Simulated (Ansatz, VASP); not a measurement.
**SiC: VASP beside Ansatz**

The input POSCAR:

```
SiC
1.0
    0.0000000000      2.1740000000      2.1740000000
    2.1740000000      0.0000000000      2.1740000000
    2.1740000000      2.1740000000      0.0000000000
Si C
1 1
Direct
    0.0000000000      0.0000000000      0.0000000000
    0.7500000000      0.7500000000      0.7500000000
```

File INCAR.step1:

```
SYSTEM = SiC
ALGO = Normal
EDIFF = 1E-4
ENCUT = 520
GGA = PE
ISMEAR = -1
LASPH = .TRUE.
LCHARG = .FALSE.
LREAL = .FALSE.
LWAVE = .TRUE.
NBANDS = 11
NELM = 100
PREC = Accurate
SIGMA = 0.05
```

INCAR.step2

```
SYSTEM = SiC
ALGO = Normal
EDIFF = 1E-8
ENCUT = 520
ISIF = 2
ISMEAR = -1
ISTART = 1
LASPH = .TRUE.
LCHARG = .FALSE.
LEFG = .TRUE.
LMIXTAU = .TRUE.
LREAL = .FALSE.
LWAVE = .FALSE.
METAGGA = R2SCAN
NBANDS = 11
NELM = 100
PREC = Accurate
SIGMA = 0.05
```

The input KPOINTS:

```
k-points
0
G
  16 16 16
  0 0 0
```

Input for Ansatz:

```yaml
crystal:
  lattice:
    - [0.0, 2.174, 2.174]
    - [2.174, 0.0, 2.174]
    - [2.174, 2.174, 0.0]
  atoms:
    - { symbol: Si, position: [0.0, 0.0, 0.0] }
    - { symbol: C, position: [0.75, 0.75, 0.75] }
kpoints:
  mp_grid: { grid: [16, 16, 16] }
  band_path:
    path:
      - [0.0, 0.0, 0.0]
      - [-0.5, -0.5, 0.0]
      - [-0.375, -0.375, 0.25]
      - [-0.375, 0.0, 0.375]
      - [0.0, 0.0, 0.0]
      - [0.0, 0.0, 0.5]
      - [-0.5, -0.25, 0.25]
      - [-0.5, -0.5, 0.0]
    npoints: 5
scf:
  occupations: { method: fermi_dirac, width: 0.05 }
hamiltonian:
  xc: r2scan
  pseudopotentials: { kind: paw }
output:
  forces: true
  stress: true
  eigenvalues: true
  efg: { contact_densities: true }
```

Alike in both runs: task electric field gradients; functional r2SCAN; k mesh 16 × 16 × 16; occupations fermi-dirac, width 0.05 eV; no spin polarisation.

|  | VASP | Ansatz |
| --- | --- | --- |
| version | VASP 6.6.1 | Ansatz 0.2.0 |
| potentials or method | VASP PAW PBE potentials, release 64 (Si, C) | PAW with Ansatz's default frozen-core files, scalar-relativistic |
| plane-wave cutoff (eV) | 520 | 500 |
| valence electrons in the cell | 8 | 8 |

```tsv
	VASP	Ansatz	Ansatz less VASP
pressure (GPa)	1.1	1.3	+0.19
```

VASP's potentials were made for PBE, not for r2SCAN. With one functional, cell and mesh, what is left measures potentials, basis and numerics.
